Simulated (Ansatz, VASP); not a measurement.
## Two plane-wave programs on Sc2As3Se3

```
Sc As Se
1.0
     3.80674    0.00000    0.00000
     0.00000    5.72213    0.00000
     0.00000    0.00000    7.63073
Sc As Se
2 3 3
Direct
  0.00000 0.00000 0.74876
  0.00000 0.00000 0.25124
  0.50000 0.50000 0.75743
  0.50000 0.50000 0.24257
  0.00000 0.50000 0.00000
  0.00000 0.50000 0.50000
  0.50000 0.00000 0.00000
  0.50000 0.00000 0.50000
```

Change from the starting cell: species swapped into the La2Sn3Pb3 type (Pmmm, No. 47).

Alike in both runs: functional PBE; k mesh 4 × 4 × 2; occupations gaussian, width 0.2 eV; no spin polarisation.

Ansatz relaxed the structure, and its values are those at the end. VASP's run is a single point on that final structure, the one shown.

|  | VASP | Ansatz |
| --- | --- | --- |
| version | VASP 6.6.1 | Ansatz 0.2.0 |
| potentials or method | VASP PAW PBE potentials, release 64 (Sc_sv, As, Se), cutoff 520 eV | scalar-relativistic, plane waves, PAW |
| valence electrons in the cell | 55 | 115 |

Ansatz gave:

- gap on the k mesh at the Fermi level (eV): none
- pressure (GPa): 0.1
- rms of the force components (eV/Å): 0.009

Question: Which values does VASP return?

Answer: gap on the k mesh at the Fermi level (eV): none; pressure (GPa): 0.3; rms of the force components (eV/Å): 0.009.

A gap of «none» marks a metal or a gap that the smearing closes. The functional is the same, so the differences come from potentials, cutoffs and numerics. VASP's potentials hold 55 valence electrons a cell and Ansatz's 115, so a difference there can come from the potentials and not from the codes.

The k mesh is coarse, so the values compare programs but aren't converged.
